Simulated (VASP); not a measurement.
# TaN (P4/mmm) in VASP: notebook

The runs below take TaN through single point, with LDA+U.

All numbers are computed with VASP 6.6.1; they aren't measurements. Logs are shortened: lines on timing, memory, paths and dates and some standing lists are left out, and cuts for length are marked.

### Step 1. The cell of the first run

It takes space group P4/mmm (No. 123, tetragonal). Conventional cell: a = 2.929 Å, b = 2.929 Å, c = 2.992 Å, α = 90.00°, β = 90.00°, γ = 90.00°. Within 2.7 Å of Ta (site symmetry 4/mmm) lie 4 N at 2.07 Å. N (site symmetry 4/mmm) has 4 Ta at 2.07 Å within 2.7 Å.

### Step 2. Single point, LDA+U

INCAR reads:

```
PREC = Accurate
ENCUT = 520
EDIFF = 1E-7
ISMEAR = -1
SIGMA = 0.05
LREAL = False
LASPH = True
NELM = 150
ALGO = Normal
ISIF = 2
LWAVE = False
LCHARG = True
LMAXMIX = 4
LDAU = True
LDAUTYPE = 2
LDAUL = 2 -1
LDAUU = 2 0
LDAUJ = 0 0
LDAUPRINT = 1
GGA = CA
LELF = True
LVHAR = True
NBANDS = 24
```

KPOINTS reads:

```
Automatic mesh
0
Gamma
  8 8 6
```

POSCAR reads:

```
TaN
1.0
    4.1415847403      0.0000000000      0.0000000000
    0.0000000000      4.1415847403      0.0000000000
    0.0000000000      0.0000000000      2.9922335792
Ta N
2 2
Direct
    0.0000000000      0.0000000000      0.0000000000
    0.5000000000      0.5000000000      0.0000000000
    0.5000000000      0.0000000000      0.0000010535
    0.0000000000      0.5000000000      0.9999989465
```

Potentials or basis: VASP PAW LDA potentials, release 64 (Ta_pv, N).

Run with:

```sh
cat potpaw_LDA.64/Ta_pv/POTCAR potpaw_LDA.64/N/POTCAR > POTCAR
mpirun -np 1 vasp_std > vasp.out
```

OUTCAR:

```text
PREC = Accurate
   ENCUT = 520
   EDIFF = 1E-7
   ISMEAR = -1
   LREAL = False
   LASPH = True
   NELM = 150
   ISIF = 2
   GGA = CA

 ion  position               nearest neighbor table
   1  0.000  0.000  0.000-   3 2.07   4 2.07   4 2.07   3 2.07   2 2.93   2 2.93   2 2.93   2 2.93

   2  0.500  0.500  0.000-   3 2.07   4 2.07   3 2.07   4 2.07   1 2.93   1 2.93   1 2.93   1 2.93

   3  0.500  0.000  0.000-   1 2.07   2 2.07   2 2.07   1 2.07
   4  0.000  0.500  1.000-   1 2.07   2 2.07   1 2.07   2 2.07

  LATTYP: Found a simple tetragonal cell.
 ALAT       =     4.1415847403
 C/A-ratio  =     0.7224851758

  Lattice vectors:

 A1 = (   4.1415847403,   0.0000000000,   0.0000000000)
 A2 = (   0.0000000000,   4.1415847403,   0.0000000000)
 A3 = (   0.0000000000,   0.0000000000,   2.9922335792)

Analysis of symmetry for initial positions (statically):
=====================================================================
 Subroutine PRICEL returns following result:

  LATTYP: Found a simple tetragonal cell.
 ALAT       =     2.9285426547
 C/A-ratio  =     1.0217483342

  Lattice vectors:

 A1 = (   2.0707923701,  -2.0707923701,   0.0000000000)
 A2 = (   2.0707923701,   2.0707923702,   0.0000000000)
 A3 = (   0.0000000000,   0.0000000000,   2.9922335792)

   2 primitive cells build up your supercell.

 Routine SETGRP: Setting up the symmetry group for a
 simple tetragonal supercell.

 Subroutine GETGRP returns: Found 16 space group operations
 (whereof 16 operations were pure point group operations)
 out of a pool of 16 trial point group operations.

The static configuration has the point symmetry D_4h.

Analysis of symmetry for dynamics (positions and initial velocities):
=====================================================================
 Subroutine PRICEL returns following result:

  LATTYP: Found a simple tetragonal cell.
 ALAT       =     2.9285426547
 C/A-ratio  =     1.0217483342

  Lattice vectors:

 A1 = (   2.0707923701,  -2.0707923701,   0.0000000000)
 A2 = (   2.0707923701,   2.0707923702,   0.0000000000)
 A3 = (   0.0000000000,   0.0000000000,   2.9922335792)

   2 primitive cells build up your supercell.

 Routine SETGRP: Setting up the symmetry group for a
 simple tetragonal supercell.

 Subroutine GETGRP returns: Found 16 space group operations
 (whereof 16 operations were pure point group operations)
 out of a pool of 16 trial point group operations.

The dynamic configuration has the point symmetry D_4h.

 Subroutine INISYM returns: Found 16 space group operations
 (whereof 16 operations are pure point group operations),
 and found     2 'primitive' translations

----------------------------------------------------------------------------------------

                                     Primitive cell

  volume of cell :      25.6625
[... 103 lines left out ...]
   EFERMI =   0.00;   METHOD = LEGACY
   ISMEAR =    -1;   SIGMA  =   0.05  broadening in eV -4-tet -1-fermi 0-gaus
   EFERMI_NEDOS =   21; number of points for ismear=-14 and -15
   IALGO  =     38    algorithm
   IMIX   =      4    mixing-type and parameters
     AMIX     =   0.40;   BMIX     =  1.00
     AMIX_MAG =   1.60;   BMIX_MAG =  1.00
  volume/ion in A,a.u.               =      12.83        86.59
  Fermi-wavevector in a.u.,A,eV,Ry     =   1.398563  2.642900 26.612693  1.955978
  Thomas-Fermi vector in A             =   2.521708
   LORBIT       =      0    0 simple, 1 ext, 2 COOP (PROOUT), +10 PAW based schemes
 LDA+U is selected, type is set to LDAUTYPE =  2
   angular momentum for each species LDAUL =     2   -1
   U (eV)           for each species LDAUU =   2.0  0.0
   J (eV)           for each species LDAUJ =   0.0  0.0
   GGA     = CA    functional components
   LHFCALC =     F    Hartree Fock is set to
   AEXX    =    0.0000 exact exchange contribution
   IVDW    =     0    specifies the selected vdW correction
   LEPSILON=     F    determine dielectric tensor
   LRPA    =     F    only Hartree local field effects (RPA)
 non-spin polarized calculation
  energy-cutoff  :      520.00
[... 49 lines left out ...]
 -0.0000  0.0000  0.3249  0.0000  0.0000
  0.0000 -0.0000  0.0000  0.1779 -0.0000
  0.0000 -0.0000  0.0000 -0.0000  0.2832

 occupancies and eigenvectors

  o =  0.1779  v =  0.0000  0.0798 -0.0000  0.9968 -0.0000  0.0000  0.0000  0.0000  0.0000  0.0000      0.0000  0.0000  0.0000  0.0000  0.0000  0.0000  0.0000  0.0000  0.0000  0.0000
  o =  0.1779  v =  0.0000  0.0000  0.0000  0.0000  0.0000  0.0000  0.0798 -0.0000  0.9968 -0.0000      0.0000  0.0000  0.0000  0.0000  0.0000  0.0000  0.0000  0.0000  0.0000  0.0000
  o =  0.1779  v =  0.0000  0.9968 -0.0000 -0.0798  0.0000  0.0000  0.0000  0.0000  0.0000  0.0000      0.0000  0.0000  0.0000  0.0000  0.0000  0.0000  0.0000  0.0000  0.0000  0.0000
  o =  0.1779  v =  0.0000  0.0000  0.0000  0.0000  0.0000  0.0000  0.9968 -0.0000 -0.0798  0.0000      0.0000  0.0000  0.0000  0.0000  0.0000  0.0000  0.0000  0.0000  0.0000  0.0000
  o =  0.2352  v =  1.0000  0.0000  0.0000  0.0000  0.0000  0.0000  0.0000  0.0000  0.0000  0.0000      0.0000  0.0000  0.0000  0.0000  0.0000  0.0000  0.0000  0.0000  0.0000  0.0000
  o =  0.2352  v =  0.0000  0.0000  0.0000  0.0000  0.0000  1.0000  0.0000  0.0000  0.0000  0.0000      0.0000  0.0000  0.0000  0.0000  0.0000  0.0000  0.0000  0.0000  0.0000  0.0000
  o =  0.2832  v =  0.0000  0.0000  0.0000  0.0000  0.0000  0.0000 -0.0000 -0.0000  0.0000  1.0000      0.0000  0.0000  0.0000  0.0000  0.0000  0.0000  0.0000  0.0000  0.0000  0.0000
  o =  0.2832  v =  0.0000 -0.0000 -0.0000  0.0000  1.0000  0.0000  0.0000  0.0000  0.0000  0.0000      0.0000  0.0000  0.0000  0.0000  0.0000  0.0000  0.0000  0.0000  0.0000  0.0000
  o =  0.3249  v =  0.0000  0.0000  0.0000  0.0000  0.0000  0.0000  0.0000  1.0000  0.0000  0.0000      0.0000  0.0000  0.0000  0.0000  0.0000  0.0000  0.0000  0.0000  0.0000  0.0000
  o =  0.3249  v =  0.0000  0.0000  1.0000  0.0000  0.0000  0.0000  0.0000  0.0000  0.0000  0.0000      0.0000  0.0000  0.0000  0.0000  0.0000  0.0000  0.0000  0.0000  0.0000  0.0000

 number of electron      32.0000000 magnetization

 Free energy of the ion-electron system (eV)
  ---------------------------------------------------
  ext. energy  EPLUGINS =         0.00000000
  ---------------------------------------------------
  free energy    TOTEN  =       -43.50062524 eV

  energy without entropy =      -43.48791360  energy(sigma->0) =      -43.49426942

 E-fermi :   6.3540     XC(G=0): -12.4639

 val. band max:        6.3438967518   @ k =   0.2500   0.2500   0.1667
 cond. band min:       6.3592618253   @ k =   0.1250   0.0000   0.1667
 fundamental gap:      0.0153650735
 Fermi energy:         6.3540177484

 k-point     1 :       0.0000    0.0000    0.0000
  band No.  band energies     occupation
      1     -29.3862      2.00000
      2     -29.3862      2.00000
      3     -28.7379      2.00000
      4     -28.7379      2.00000
      5     -28.6416      2.00000
      6     -28.5153      2.00000
[... 637 lines left out ...]
     23      12.7788      0.00000
     24      12.7788      0.00000

 [... further k-points ...]
[... 5 lines left out ...]
  --------------------------------------------------------------------------------------
  -------------------------------------------------------------------------------------
  Total        1.9712519      1.9712519      0.5129833      0.0000000      0.0000000      0.0000000
  in kB       61.5352698     61.5352698     16.0134624      0.0000000      0.0000000      0.0000000
  external PRESSURE =      46.3613340 kB  Pullay stress =       0.0000000 kB

 VOLUME and BASIS-vectors are now :
 -----------------------------------------------------------------------------
  energy-cutoff  :      520.00
  volume of cell :       51.32
      direct lattice vectors                 reciprocal lattice vectors
     4.141584740  0.000000000  0.000000000     0.241453468  0.000000000  0.000000000
     0.000000000  4.141584740  0.000000000     0.000000000  0.241453468  0.000000000
     0.000000000  0.000000000  2.992233579     0.000000000  0.000000000  0.334198509

 POSITION                                       TOTAL-FORCE (eV/Angst)
 -----------------------------------------------------------------------------------
      0.00000      0.00000      0.00000        -0.000000      0.000000     -0.000000
      2.07079      2.07079      0.00000         0.000000     -0.000000      0.000000
      2.07079      0.00000      0.00000        -0.000000      0.000000     -0.000000
      0.00000      2.07079      2.99223        -0.000000      0.000000     -0.000000
 -----------------------------------------------------------------------------------
    total drift:                                0.000000     -0.000000     -0.000000

  FREE ENERGIE OF THE ION-ELECTRON SYSTEM (eV)
  ---------------------------------------------------
  free  energy   TOTEN  =       -43.5006252414 eV

  energy  without entropy=      -43.4879136011  energy(sigma->0) =      -43.49426942
```

Run time: 20 s. Hardware: 1 thread of Intel Xeon 6975P-C (Granite Rapids), shared host; peak memory 0.18 GiB.

What came out:

* Free energy: -43.5006 eV
* Pressure: 4.6 GPa
* Band gap on the k mesh: zero (band 16 reaches 8.24 eV, above the bottom of band 17 at 4.10 eV)

Stress tensor (GPa, compression positive):
```
6.15 0.00 0.00
0.00 6.15 0.00
0.00 0.00 1.60
```

Levels at points of the mesh, in eV from the Fermi level:
| k point | band 13 | band 14 | band 15 | band 16 | band 17 | band 18 | band 19 | band 20 |
| --- | --- | --- | --- | --- | --- | --- | --- | --- |
| (0.00, 0.00, 0.00) | -2.54 | -2.54 | -2.09 | -2.06 | -1.43 | 1.17 | 1.17 | 2.68 |
| (0.50, 0.00, 0.00) | -3.27 | -3.27 | -2.75 | -2.75 | 2.28 | 2.28 | 2.30 | 2.30 |
| (0.50, 0.50, 0.00) | -3.55 | -3.55 | -3.08 | -3.08 | 4.02 | 4.02 | 4.13 | 4.13 |
| (0.00, 0.00, 0.50) | -2.97 | -2.77 | -2.77 | -2.26 | -2.26 | 1.13 | 1.13 | 2.92 |
| (0.50, 0.00, 0.50) | -4.11 | -4.11 | -1.21 | -1.21 | 2.50 | 2.50 | 2.65 | 2.65 |
| (0.50, 0.50, 0.50) | -6.24 | -6.24 | 1.89 | 1.89 | 2.32 | 2.32 | 3.12 | 3.12 |

Eigenvalues of the final occupation matrices:
| site | spin | trace | eigenvalues |
| --- | --- | --- | --- |
| site 1 d | 1 | 1.20 | 0.18 0.18 0.24 0.28 0.32 |
| site 1 d | 2 | 1.20 | 0.18 0.18 0.24 0.28 0.32 |
| site 2 d | 1 | 1.20 | 0.18 0.18 0.24 0.28 0.32 |
| site 2 d | 2 | 1.20 | 0.18 0.18 0.24 0.28 0.32 |

Caveat: spin-orbit coupling is left out, which moves the levels of the heavy elements; U without spin polarisation on a metal has little footing.

### Step 3. Single point, LDA+U

This run uses another cell than the first one, of 12.89 Å³/atom, 1.005 times its volume.

INCAR reads:

```
SYSTEM = TaN
PREC = Accurate
ENCUT = 520
EDIFF = 1E-7
ISMEAR = -1
SIGMA = 0.05
LREAL = .False.
LASPH = .True.
NELM = 150
ALGO = Normal
ISIF = 2
LWAVE = .False.
LCHARG = .True.
LMAXMIX = 4
LDAU = .True.
LDAUTYPE = 2
LDAUL = 2 -1
LDAUU = 3 0
LDAUJ = 0 0
LDAUPRINT = 1
GGA = CA
LELF = .True.
LVHAR = .True.
NBANDS = 24
```

KPOINTS reads:

```
Automatic mesh
0
Gamma
  8 8 6
  0 0 0
```

POSCAR reads:

```
TaN
1.0
    4.1448343938      0.0000000000      0.0000000000
    0.0000000000      4.1448343938      0.0000000000
    0.0000000000      0.0000000000      3.0023452781
Ta N
2 2
Direct
    0.0000000000      0.0000000000      0.0000000000
    0.5000000000      0.5000000000      0.0000000000
    0.5000000000      0.0000000000      0.0000026280
    0.0000000000      0.5000000000      0.9999973720
```

Potentials or basis: VASP PAW LDA potentials, release 64 (Ta_pv, N).

Run with:

```sh
cat potpaw_LDA.64/Ta_pv/POTCAR potpaw_LDA.64/N/POTCAR > POTCAR
mpirun -np 1 vasp_std > vasp.out
```

Wall time 20 s (1 thread of Intel Xeon 6975P-C (Granite Rapids), shared host); peak memory 0.18 GiB.

The run converged. Its results:

- Free energy: -41.7293 eV
- Pressure: 6.1 GPa
- Band gap on the k mesh: zero (band 16 reaches 8.43 eV, above the bottom of band 17 at 4.09 eV)

Stress tensor (GPa, compression positive):
```
8.23 0.00 0.00
0.00 8.23 0.00
0.00 0.00 1.80
```

Levels at points of the mesh, in eV from the Fermi level:
| k point | band 13 | band 14 | band 15 | band 16 | band 17 | band 18 | band 19 | band 20 |
| --- | --- | --- | --- | --- | --- | --- | --- | --- |
| (0.00, 0.00, 0.00) | -2.62 | -2.62 | -2.14 | -2.13 | -1.50 | 1.23 | 1.23 | 2.68 |
| (0.50, 0.00, 0.00) | -3.32 | -3.32 | -2.79 | -2.79 | 2.29 | 2.29 | 2.35 | 2.35 |
| (0.50, 0.50, 0.00) | -3.57 | -3.57 | -3.12 | -3.12 | 4.03 | 4.03 | 4.21 | 4.21 |
| (0.00, 0.00, 0.50) | -2.94 | -2.70 | -2.70 | -2.34 | -2.34 | 1.22 | 1.22 | 2.91 |
| (0.50, 0.00, 0.50) | -4.18 | -4.18 | -1.14 | -1.14 | 2.53 | 2.53 | 2.64 | 2.64 |
| (0.50, 0.50, 0.50) | -6.26 | -6.26 | 1.99 | 1.99 | 2.17 | 2.17 | 3.14 | 3.14 |

Eigenvalues of the final occupation matrices:
```tsv
site	spin	trace	eigenvalues
site 1 d	1	1.18	0.17 0.17 0.23 0.28 0.32
site 1 d	2	1.18	0.17 0.17 0.23 0.28 0.32
site 2 d	1	1.18	0.17 0.17 0.23 0.28 0.32
site 2 d	2	1.18	0.17 0.17 0.23 0.28 0.32
```

Caveat: spin-orbit coupling is left out, which moves the levels of the heavy elements; U without spin polarisation on a metal has little footing.

### Step 4. Single point, LDA+U

This run uses another cell than the first one, of 13.01 Å³/atom, 1.014 times its volume.

INCAR: that of step 3 with these lines changed.

```diff
@@ -3,3 +3,3 @@
 ENCUT = 520
-EDIFF = 1E-7
+EDIFF = 1E-6
 ISMEAR = -1
@@ -17,6 +17,5 @@
 LDAUL = 2 -1
-LDAUU = 3 0
+LDAUU = 4 0
 LDAUJ = 0 0
 LDAUPRINT = 1
-GGA = CA
 LELF = .True.
```

KPOINTS reads:

```
regular mesh
0
Gamma
  8 8 6
  0 0 0
```

POSCAR reads:

```
TaN
1.0
    4.1483224287      0.0000000000      0.0000000000
    0.0000000000      4.1483224287      0.0000000000
    0.0000000000      0.0000000000      3.0237872974
Ta N
2 2
Direct
    0.0000000000      0.0000000000      0.0000000000
    0.5000000000      0.5000000000      0.0000000000
    0.5000000000      0.0000000000     -0.0000020595
    0.0000000000      0.5000000000      1.0000020595
```

Run with:

```sh
cat potpaw_LDA.64/Ta_pv/POTCAR potpaw_LDA.64/N/POTCAR > POTCAR
mpirun -np 1 vasp_std > vasp.out
```

It took 18 s on 1 thread of Intel Xeon 6975P-C (Granite Rapids), shared host; peak memory 0.18 GiB.

Results (log left out):

```yaml
Free_energy: -39.9888 eV
Pressure: 7.2 GPa
Band_gap_on_the_k_mesh: zero (band 16 reaches 8.50 eV, above the bottom of band 17 at 4.04 eV)
```

Stress tensor (GPa, compression positive):
```
10.16  0.00  0.00
 0.00 10.16  0.00
 0.00  0.00  1.36
```

Levels at points of the mesh, in eV from the Fermi level:
```csv
k point,band 13,band 14,band 15,band 16,band 17,band 18,band 19,band 20
"(0.00, 0.00, 0.00)",-2.71,-2.71,-2.26,-2.14,-1.60,1.26,1.26,2.68
"(0.50, 0.00, 0.00)",-3.33,-3.33,-2.87,-2.87,2.27,2.27,2.39,2.39
"(0.50, 0.50, 0.00)",-3.62,-3.62,-3.13,-3.13,4.03,4.03,4.28,4.28
"(0.00, 0.00, 0.50)",-2.93,-2.60,-2.60,-2.44,-2.44,1.35,1.35,2.90
"(0.50, 0.00, 0.50)",-4.26,-4.26,-1.03,-1.03,2.56,2.56,2.61,2.61
"(0.50, 0.50, 0.50)",-6.29,-6.29,2.01,2.01,2.13,2.13,3.18,3.18
```

Eigenvalues of the final occupation matrices:
```tsv
site	spin	trace	eigenvalues
site 1 d	1	1.15	0.16 0.16 0.23 0.28 0.32
site 1 d	2	1.15	0.16 0.16 0.23 0.28 0.32
site 2 d	1	1.15	0.16 0.16 0.23 0.28 0.32
site 2 d	2	1.15	0.16 0.16 0.23 0.28 0.32
```

Caveat: spin-orbit coupling is left out, which moves the levels of the heavy elements; U without spin polarisation on a metal has little footing.

### Step 5. Single point, LDA+U

This run uses another cell than the first one, of 13.17 Å³/atom, 1.027 times its volume.

INCAR reads:

```
PREC = Accurate
ENCUT = 520
EDIFF = 1E-6
ISMEAR = -1
SIGMA = 0.05
LREAL = F
LASPH = T
NELM = 150
ALGO = Normal
ISIF = 2
LWAVE = F
LCHARG = T
LMAXMIX = 4
LDAU = T
LDAUTYPE = 2
LDAUL = 2 -1
LDAUU = 5 0
LDAUJ = 0 0
LDAUPRINT = 1
LELF = T
LVHAR = T
NBANDS = 24
```

KPOINTS reads:

```
Automatic mesh
0
Gamma
  8 8 6
```

POSCAR reads:

```
TaN
1.0
    4.1529675195      0.0000000000      0.0000000000
    0.0000000000      4.1529675195      0.0000000000
    0.0000000000      0.0000000000      3.0555312634
Ta N
2 2
Direct
    0.0000000000      0.0000000000      0.0000000000
    0.5000000000      0.5000000000      0.0000000000
    0.5000000000      0.0000000000     -0.0000026433
    0.0000000000      0.5000000000      1.0000026433
```

Run with:

```sh
cat potpaw_LDA.64/Ta_pv/POTCAR potpaw_LDA.64/N/POTCAR > POTCAR
mpirun -np 1 vasp_std > vasp.out
```

It took 19 s on 1 thread of Intel Xeon 6975P-C (Granite Rapids), shared host; peak memory 0.18 GiB.

The run converged. Its results:

```
Free energy            : -38.2834 eV
Pressure               : 7.9 GPa
Band gap on the k mesh : zero (band 16 reaches 8.34 eV, above the bottom of band 17 at 4.03 eV)
```

Stress tensor (GPa, compression positive):
```
11.82  0.00  0.00
 0.00 11.82  0.00
 0.00  0.00  0.18
```

Levels at points of the mesh, in eV from the Fermi level:
```
           k point  band 14  band 15  band 16  band 17  band 18  band 19
(0.00, 0.00, 0.00)    -2.78    -2.38    -2.08    -1.70     1.30     1.30
(0.50, 0.00, 0.00)    -3.30    -2.95    -2.95     2.27     2.27     2.44
(0.50, 0.50, 0.00)    -3.68    -3.09    -3.09     4.05     4.05     4.22
(0.00, 0.00, 0.50)    -2.53    -2.53    -2.44    -2.44     1.54     1.54
(0.50, 0.00, 0.50)    -4.33    -0.87    -0.87     2.60     2.60     2.63
(0.50, 0.50, 0.50)    -6.30     1.87     1.87     2.33     2.33     3.25
```

Eigenvalues of the final occupation matrices:
| site | spin | trace | eigenvalues |
| --- | --- | --- | --- |
| site 1 d | 1 | 1.13 | 0.15 0.15 0.22 0.27 0.32 |
| site 1 d | 2 | 1.13 | 0.15 0.15 0.22 0.27 0.32 |
| site 2 d | 1 | 1.13 | 0.15 0.15 0.22 0.27 0.32 |
| site 2 d | 2 | 1.13 | 0.15 0.15 0.22 0.27 0.32 |

Caveat: spin-orbit coupling is left out, which moves the levels of the heavy elements; U without spin polarisation on a metal has little footing.

### Step 6. Overview

```csv
U,cell,gap on the mesh (eV),pressure (GPa)
Ta d U = 2.0 eV,"a = 4.142, b = 4.142, c = 2.992 Å, 4 atoms",none,4.6
Ta d U = 3.0 eV,"a = 4.145, b = 4.145, c = 3.002 Å, 4 atoms",none,6.1
Ta d U = 4.0 eV,"a = 4.148, b = 4.148, c = 3.024 Å, 4 atoms",none,7.2
Ta d U = 5.0 eV,"a = 4.153, b = 4.153, c = 3.056 Å, 4 atoms",none,7.9
```

Alike in all rows: task single point; level LDA+U; potentials or basis VASP PAW LDA potentials, release 64 (Ta_pv, N); no spin polarisation; k mesh 8 × 8 × 6; cutoff (eV) 520; smearing fermi-dirac 0.05 eV.

Caveats: spin-orbit coupling is left out, which moves the levels of the heavy elements; U without spin polarisation on a metal has little footing.

Total energies depend on the potentials used, so only differences within one code and one set of settings carry meaning.
